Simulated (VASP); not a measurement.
# CdH2 (Fm-3m) in VASP: further runs

The runs below take CdH2 through single point, with PBE.

All numbers are computed with VASP 6.6.1; they aren't measurements. Logs are shortened: lines on timing, memory, paths and dates and some standing lists are left out, and cuts for length are marked.

**1. The cell of the first run**

The structure is cubic, space group Fm-3m (No. 225). The conventional cell has a = 5.101 Å, b = 5.101 Å, c = 5.101 Å, α = 90.00°, β = 90.00°, γ = 90.00°. Cd (site symmetry m-3m) has 8 H at 2.21 Å within 2.9 Å. H (site symmetry -43m) has 4 Cd at 2.21 Å and 6 H at 2.55 Å within 2.9 Å.

**2. Single point, PBE (atoms taken out)**

Contents of INCAR:

```
SYSTEM = CdH2
  ALGO = Normal
  EDIFF = 1E-6
  ENCUT = 520
  GGA = PE
  ISIF = 2
  ISMEAR = 0
  LASPH = .True.
  LCHARG = .False.
  LREAL = .False.
  LWAVE = .False.
  NBANDS = 14
  NELM = 100
  PREC = Accurate
  SIGMA = 0.1
```

Contents of KPOINTS:

```
k-points
0
Gamma
  6 6 6
  0 0 0
```

Contents of POSCAR:

```
CdH2
1.0
    0.0000000000      2.5502683563      2.5502683563
    2.5502683563      0.0000000000      2.5502683563
    2.5502683563      2.5502683563      0.0000000000
Cd H
1 2
Direct
    0.0000000000      0.0000000000      0.0000000000
    0.2500000000      0.2500000000      0.2500000000
    0.7500000000      0.7500000000      0.7500000000
```

Potentials or basis: VASP PAW PBE potentials, release 64 (Cd, H).

On the command line:

```bash
$ cat potpaw_PBE.64/Cd/POTCAR potpaw_PBE.64/H/POTCAR > POTCAR
$ mpirun -np 1 vasp_std > vasp.out
```

OUTCAR:

```text
SYSTEM = CdH2
   EDIFF = 1E-6
   ENCUT = 520
   GGA = PE
   ISIF = 2
   ISMEAR = 0
   LASPH = .True.
   LREAL = .False.
   NELM = 100
   PREC = Accurate

 ion  position               nearest neighbor table
   1  0.000  0.000  0.000-   3 2.21   3 2.21   3 2.21   2 2.21   3 2.21   2 2.21   2 2.21   2 2.21

   2  0.250  0.250  0.250-   1 2.21   1 2.21   1 2.21   1 2.21
   3  0.750  0.750  0.750-   1 2.21   1 2.21   1 2.21   1 2.21

  LATTYP: Found a face centered cubic cell.
 ALAT       =     5.1005367126

  Lattice vectors:

 A1 = (   0.0000000000,   2.5502683563,   2.5502683563)
 A2 = (   2.5502683563,   0.0000000000,   2.5502683563)
 A3 = (   2.5502683563,   2.5502683563,   0.0000000000)

Analysis of symmetry for initial positions (statically):
=====================================================================
 Subroutine PRICEL returns:
 Original cell was already a primitive cell.

 Routine SETGRP: Setting up the symmetry group for a
 face centered cubic supercell.

 Subroutine GETGRP returns: Found 48 space group operations
 (whereof 48 operations were pure point group operations)
 out of a pool of 48 trial point group operations.

The static configuration has the point symmetry O_h .

Analysis of symmetry for dynamics (positions and initial velocities):
=====================================================================
 Subroutine PRICEL returns:
 Original cell was already a primitive cell.

 Routine SETGRP: Setting up the symmetry group for a
 face centered cubic supercell.

 Subroutine GETGRP returns: Found 48 space group operations
 (whereof 48 operations were pure point group operations)
 out of a pool of 48 trial point group operations.

The dynamic configuration has the point symmetry O_h .

 Subroutine INISYM returns: Found 48 space group operations
 (whereof 48 operations are pure point group operations),
 and found     1 'primitive' translations

----------------------------------------------------------------------------------------

                                     Primitive cell

  volume of cell :      33.1732

  direct lattice vectors                    reciprocal lattice vectors
     0.000000000  2.550268356  2.550268356    -0.196057799  0.196057799  0.196057799
     2.550268356  0.000000000  2.550268356     0.196057799 -0.196057799  0.196057799
     2.550268356  2.550268356  0.000000000     0.196057799  0.196057799 -0.196057799

  length of vectors
     3.606624097  3.606624097  3.606624097     0.339582069  0.339582069  0.339582069

  position of ions in fractional coordinates (direct lattice)
     0.000000000  0.000000000  0.000000000
     0.250000000  0.250000000  0.250000000
     0.750000000  0.750000000  0.750000000

  ion indices of the primitive-cell ions
   primitive index   ion index
                 1           1
                 2           2
                 3           3

----------------------------------------------------------------------------------------

 KPOINTS: k-points

Automatic generation of k-mesh.
 Grid dimensions read from file:
 generate k-points for:    6    6    6

 Generating k-lattice:

  Cartesian coordinates                     Fractional coordinates (reciprocal lattice)
    -0.032676300  0.032676300  0.032676300     0.166666667  0.000000000  0.000000000
     0.032676300 -0.032676300  0.032676300     0.000000000  0.166666667  0.000000000
     0.032676300  0.032676300 -0.032676300     0.000000000  0.000000000  0.166666667

  Length of vectors
     0.056597011  0.056597011  0.056597011

  Shift w.r.t. Gamma in fractional coordinates (k-lattice)
     0.000000000  0.000000000  0.000000000

 Subroutine IBZKPT returns following result:
 ===========================================

 Found     16 irreducible k-points:

 Following reciprocal coordinates:
            Coordinates               Weight
  0.000000  0.000000  0.000000      1.000000
  0.166667  0.000000  0.000000      8.000000
  0.333333  0.000000  0.000000      8.000000
  0.500000  0.000000  0.000000      4.000000
  0.166667  0.166667  0.000000      6.000000
  0.333333  0.166667  0.000000     24.000000
[... 8 lines left out ...]
 -0.333333  0.333333  0.166667     24.000000
 -0.333333  0.500000  0.166667     12.000000
   k-points           NKPTS =     16   k-points in BZ     NKDIM =     16   number of bands    NBANDS=     14
   number of dos      NEDOS =    301   number of ions     NIONS =      3
   total plane-waves  NPLWV =  21952
   dimension x,y,z NGX =    28 NGY =   28 NGZ =   28
   dimension x,y,z NGXF=    56 NGYF=   56 NGZF=   56
   ions per type =               1   2
   NGX,Y,Z   is equivalent  to a cutoff of  12.91, 12.91, 12.91 a.u.
   NGXF,Y,Z  is equivalent  to a cutoff of  25.81, 25.81, 25.81 a.u.
 SYSTEM =  CdH2
   PREC   = accura    normal or accurate (medium, high low for compatibility)
   ISTART =      0    job   : 0-new  1-cont  2-samecut
   ICHARG =      2    charge: 1-file 2-atom 10-const
   ISPIN  =      1    spin polarized calculation?
   LNONCOLLINEAR =      F non collinear calculations
   LSORBIT =      F    spin-orbit coupling
   LASPH  =      T    aspherical Exc in radial PAW
   ENCUT  =  520.0 eV  38.22 Ry    6.18 a.u.   6.71  6.71  6.71*2*pi/ulx,y,z
   NELM   =    100;   NELMIN=  2; NELMDL= -5     # of ELM steps
   EDIFF  = 0.1E-05   stopping-criterion for ELM
   LREAL  =      F    real-space projection
   EDIFFG = 0.1E-04   stopping-criterion for IOM
   NSW    =      0    number of steps for IOM
   IBRION =     -1    ionic relax: 0-MD 1-quasi-New 2-CG
   NFREE  =      0    steps in history (QN), initial steepest desc. (CG)
   ISIF   =      2    stress and relaxation
   ISYM   =      2    0-nonsym 1-usesym 2-fastsym
   POTIM  = 0.5000    time-step for ionic-motion
   TEBEG  =    0.0;   TEEND  =   0.0 temperature during run
   PSTRESS=    0.0 pullay stress
   NELECT =      14.0000    total number of electrons
   NUPDOWN=      -1.0000    fix difference up-down
   EMIN   =  10.00;   EMAX   =-10.00  energy-range for DOS
   EFERMI =   0.00;   METHOD = LEGACY
   ISMEAR =     0;   SIGMA  =   0.10  broadening in eV -4-tet -1-fermi 0-gaus
   EFERMI_NEDOS =   21; number of points for ismear=-14 and -15
   IALGO  =     38    algorithm
   IMIX   =      4    mixing-type and parameters
     AMIX     =   0.40;   BMIX     =  1.00
     AMIX_MAG =   1.60;   BMIX_MAG =  1.00
  volume/ion in A,a.u.               =      11.06        74.62
  Fermi-wavevector in a.u.,A,eV,Ry     =   1.227972  2.320530 20.516416  1.507914
  Thomas-Fermi vector in A             =   2.362915
   LORBIT       =      0    0 simple, 1 ext, 2 COOP (PROOUT), +10 PAW based schemes
   GGA     = PE    functional components
   LHFCALC =     F    Hartree Fock is set to
   AEXX    =    0.0000 exact exchange contribution
   IVDW    =     0    specifies the selected vdW correction
   LEPSILON=     F    determine dielectric tensor
   LRPA    =     F    only Hartree local field effects (RPA)
 non-spin polarized calculation
 Gauss-broadening in eV      SIGMA  =   0.10
  energy-cutoff  :      520.00
  volume of cell :       33.17
 maximum number of plane-waves:       911
   NGX = 13   NGY = 13   NGZ = 13

 number of electron      14.0000005 magnetization

 Free energy of the ion-electron system (eV)
  ---------------------------------------------------
  ext. energy  EPLUGINS =         0.00000000
  ---------------------------------------------------
  free energy    TOTEN  =        -5.83928166 eV

  energy without entropy =       -5.83480026  energy(sigma->0) =       -5.83704096

 E-fermi :   1.5256     XC(G=0):  -9.9236

 val. band max:        1.4758964686   @ k =   0.5000   0.5000   0.0000
 cond. band min:       1.5294100149   @ k =   0.3333   0.3333   0.0000
 fundamental gap:      0.0535135463
 Fermi energy:         1.5255665802

 k-point     1 :       0.0000    0.0000    0.0000
  band No.  band energies     occupation
      1      -8.0042      2.00000
      2      -7.2973      2.00000
      3      -7.2973      2.00000
      4      -7.2973      2.00000
      5      -7.0499      2.00000
      6      -7.0499      2.00000
      7       1.7565      0.00109
      8      11.7671      0.00000
      9      11.7877      0.00000
     10      11.7877      0.00000
     11      11.7877      0.00000
     12      13.4649      0.00000
     13      13.4649      0.00000
     14      13.4649      0.00000

 k-point     2 :       0.1667    0.0000    0.0000
  band No.  band energies     occupation
      1      -7.6722      2.00000
      2      -7.2541      2.00000
      3      -7.2541      2.00000
      4      -7.2473      2.00000
      5      -7.0497      2.00000
      6      -7.0497      2.00000
      7       1.5320      0.92795
      8       8.1882      0.00000
      9      10.4002      0.00000
     10      10.6902      0.00000
     11      10.6902      0.00000
     12      14.8701      0.00000
     13      14.8701      0.00000
     14      15.7180      0.00000

 k-point     3 :       0.3333    0.0000    0.0000
  band No.  band energies     occupation
      1      -7.8377      2.00000
      2      -7.2417      2.00000
      3      -7.2417      2.00000
      4      -6.9699      2.00000
      5      -6.9699      2.00000
      6      -5.7879      2.00000
      7      -0.2780      2.00000
      8       6.4846      0.00000
      9       8.5082      0.00000
     10       9.6602      0.00000
     11       9.6602      0.00000
     12      13.4534      0.00000
     13      13.4534      0.00000
     14      17.8339      0.00000
[... 188 lines left out ...]
 k-point    15 :      -0.3333    0.3333    0.1667
  band No.  band energies     occupation
      1      -7.6635      2.00000
      2      -7.4812      2.00000
      3      -7.2285      2.00000
      4      -7.0510      2.00000
      5      -6.9183      2.00000
      6      -2.2354      2.00000
      7      -2.2247      2.00000
      8       2.2564      0.00000
      9       4.6352      0.00000
     10       9.7898      0.00000
     11      10.4202      0.00000
     12      15.4310      0.00000
     13      16.6951      0.00000
     14      18.7921      0.00000

 k-point    16 :      -0.3333    0.5000    0.1667
  band No.  band energies     occupation
      1      -7.7990      2.00000
      2      -7.3297      2.00000
      3      -7.2854      2.00000
      4      -6.9743      2.00000
      5      -6.8774      2.00000
      6      -2.7224      2.00000
      7      -0.4483      2.00000
      8       0.8532      2.00000
      9       4.0630      0.00000
     10       8.2973      0.00000
     11      12.3782      0.00000
     12      12.9120      0.00000
     13      18.4536      0.00000
     14      20.5180      0.00000

------------------------ aborting loop because EDIFF is reached ----------------------------------------

  FORCE on cell =-STRESS in cart. coord.  units (eV):
  Direction    XX          YY          ZZ          XY          YZ          ZX
  --------------------------------------------------------------------------------------
  -------------------------------------------------------------------------------------
  Total        0.0462535      0.0462535      0.0462535      0.0000000      0.0000000      0.0000000
  in kB        2.2339173      2.2339173      2.2339173      0.0000000      0.0000000      0.0000000
  external PRESSURE =       2.2339173 kB  Pullay stress =       0.0000000 kB

 VOLUME and BASIS-vectors are now :
 -----------------------------------------------------------------------------
  energy-cutoff  :      520.00
  volume of cell :       33.17
      direct lattice vectors                 reciprocal lattice vectors
     0.000000000  2.550268356  2.550268356    -0.196057799  0.196057799  0.196057799
     2.550268356  0.000000000  2.550268356     0.196057799 -0.196057799  0.196057799
     2.550268356  2.550268356  0.000000000     0.196057799  0.196057799 -0.196057799

 POSITION                                       TOTAL-FORCE (eV/Angst)
 -----------------------------------------------------------------------------------
      0.00000      0.00000      0.00000         0.000000     -0.000000     -0.000000
      1.27513      1.27513      1.27513         0.000000      0.000000      0.000000
      3.82540      3.82540      3.82540        -0.000000     -0.000000     -0.000000
 -----------------------------------------------------------------------------------
    total drift:                               -0.000000     -0.000000      0.000000

  FREE ENERGIE OF THE ION-ELECTRON SYSTEM (eV)
  ---------------------------------------------------
  free  energy   TOTEN  =        -5.8392816611 eV

  energy  without entropy=       -5.8348002613  energy(sigma->0) =       -5.83704096
```

Run time: 9.9 s. Hardware: 1 thread of Intel Xeon Platinum 8375C at 2.90GHz (Ice Lake), shared host; peak memory 0.15 GiB.

Results:

* Free energy: -5.8393 eV
* Pressure: 0.2 GPa
* Band gap on the k mesh: zero (bands 7 and 8 overlap by 0.90 eV)

Caveat: the cell differs from its parent crystal (atoms taken out).

**3. Single point, PBE (atoms taken out)**

Contents of INCAR:

```
SYSTEM = CdH2
PREC = Accurate ; ENCUT = 520
EDIFF = 1E-6 ; ISMEAR = 0
SIGMA = 0.1 ; LREAL = .False.
LASPH = .True. ; NELM = 60
ALGO = Normal ; ISIF = 2
LWAVE = .False. ; LCHARG = .True.
GGA = PE ; LELF = .True.
LVHAR = .True. ; NBANDS = 14
```

Contents of KPOINTS:

```
regular mesh
0
Gamma
  6 6 6
  0 0 0
```

Contents of POSCAR:

```
CdH2
1.0
    0.0000000000      2.9375581700      2.9375581700
    2.9375581700      0.0000000000      2.9375581700
    2.9375581700      2.9375581700      0.0000000000
Cd H
1 2
Direct
    0.0000000000      0.0000000000      0.0000000000
    0.2500000000      0.2500000000      0.2500000000
    0.7500000000      0.7500000000      0.7500000000
```

Potentials or basis: VASP PAW PBE potentials, release 64 (Cd, H).

On the command line:

```bash
$ cat potpaw_PBE.64/Cd/POTCAR potpaw_PBE.64/H/POTCAR > POTCAR
$ mpirun -np 1 vasp_std > vasp.out
```

OUTCAR:

```text
SYSTEM = CdH2
   PREC = Accurate
   ENCUT = 520
   EDIFF = 1E-6
   ISMEAR = 0
   LREAL = .False.
   LASPH = .True.
   NELM = 60
   ISIF = 2
   GGA = PE

 ion  position               nearest neighbor table
   1  0.000  0.000  0.000-
   2  0.250  0.250  0.250-
   3  0.750  0.750  0.750-

  LATTYP: Found a face centered cubic cell.
 ALAT       =     5.8751163400

  Lattice vectors:

 A1 = (   0.0000000000,   2.9375581700,   2.9375581700)
[... 450 lines left out ...]

  FORCE on cell =-STRESS in cart. coord.  units (eV):
  Direction    XX          YY          ZZ          XY          YZ          ZX
  --------------------------------------------------------------------------------------
  -------------------------------------------------------------------------------------
  Total       -3.2310986     -3.2310986     -3.2310986      0.0000000      0.0000000     -0.0000000
  in kB     -102.1107291   -102.1107291   -102.1107291      0.0000000      0.0000000     -0.0000000
  external PRESSURE =    -102.1107291 kB  Pullay stress =       0.0000000 kB

 VOLUME and BASIS-vectors are now :
 -----------------------------------------------------------------------------
  energy-cutoff  :      520.00
  volume of cell :       50.70
      direct lattice vectors                 reciprocal lattice vectors
     0.000000000  2.937558170  2.937558170    -0.170209395  0.170209395  0.170209395
     2.937558170  0.000000000  2.937558170     0.170209395 -0.170209395  0.170209395
     2.937558170  2.937558170  0.000000000     0.170209395  0.170209395 -0.170209395

 POSITION                                       TOTAL-FORCE (eV/Angst)
 -----------------------------------------------------------------------------------
      0.00000      0.00000      0.00000        -0.000000     -0.000000      0.000000
      1.46878      1.46878      1.46878         0.000000      0.000000     -0.000000
      4.40634      4.40634      4.40634        -0.000000     -0.000000      0.000000
 -----------------------------------------------------------------------------------
    total drift:                                0.000000     -0.000000      0.000000

  FREE ENERGIE OF THE ION-ELECTRON SYSTEM (eV)
  ---------------------------------------------------
  free  energy   TOTEN  =        -5.0510587339 eV

  energy  without entropy=       -5.0485328285  energy(sigma->0) =       -5.04979578
```

OSZICAR:

```text
N       E                     dE             d eps       ncg     rms          rms(c)
DAV:   1     0.630121790068E+02    0.63012E+02   -0.68269E+03   472   0.875E+02
DAV:   2    -0.386234785107E+01   -0.66875E+02   -0.63138E+02   508   0.209E+02
DAV:   3    -0.575531488559E+01   -0.18930E+01   -0.18747E+01   526   0.361E+01
DAV:   4    -0.575876361801E+01   -0.34487E-02   -0.34486E-02   526   0.170E+00
DAV:   5    -0.575877858487E+01   -0.14967E-04   -0.14967E-04   568   0.100E-01    0.477E+00
DAV:   6    -0.508908657379E+01    0.66969E+00   -0.10547E+00   470   0.860E+00    0.325E+00
DAV:   7    -0.504667080183E+01    0.42416E-01   -0.18376E-01   486   0.266E+00    0.113E+00
DAV:   8    -0.504957986768E+01   -0.29091E-02   -0.17926E-02   498   0.109E+00    0.252E-01
DAV:   9    -0.505106924454E+01   -0.14894E-02   -0.15285E-03   484   0.279E-01    0.533E-02
DAV:  10    -0.505105215311E+01    0.17091E-04   -0.11024E-04   528   0.806E-02    0.247E-02
DAV:  11    -0.505105911946E+01   -0.69663E-05   -0.30907E-05   480   0.247E-02    0.663E-03
DAV:  12    -0.505105873387E+01    0.38559E-06   -0.32039E-06   538   0.100E-02
   1 F= -.50510587E+01 E0= -.50497958E+01  d E =-.252591E-02
```

stdout:

```text
POSCAR found type information on POSCAR CdH
 POSCAR found :  2 types and       3 ions
 scaLAPACK will be used
 LDA part: xc-table for (Slater+PW92), standard interpolation
 POSCAR, INCAR and KPOINTS ok, starting setup
 FFT: planning ... GRIDC
 FFT: planning ... GRID_SOFT
 FFT: planning ... GRID
 WAVECAR not read
 entering main loop
```

Wall time 11 s (1 thread of Intel Xeon Platinum 8375C at 2.90GHz (Ice Lake), shared host); peak memory 0.17 GiB.

Results:

| Quantity | Value |
| --- | --- |
| Free energy | -5.0511 eV |
| Pressure | -10.2 GPa |
| Band gap on the k mesh | zero (bands 7 and 8 overlap by 1.20 eV) |

Caveat: the cell differs from its parent crystal (atoms taken out); the cell stands under tension.

The gap in the log of VASP goes by the Fermi energy; the results here count the filled bands.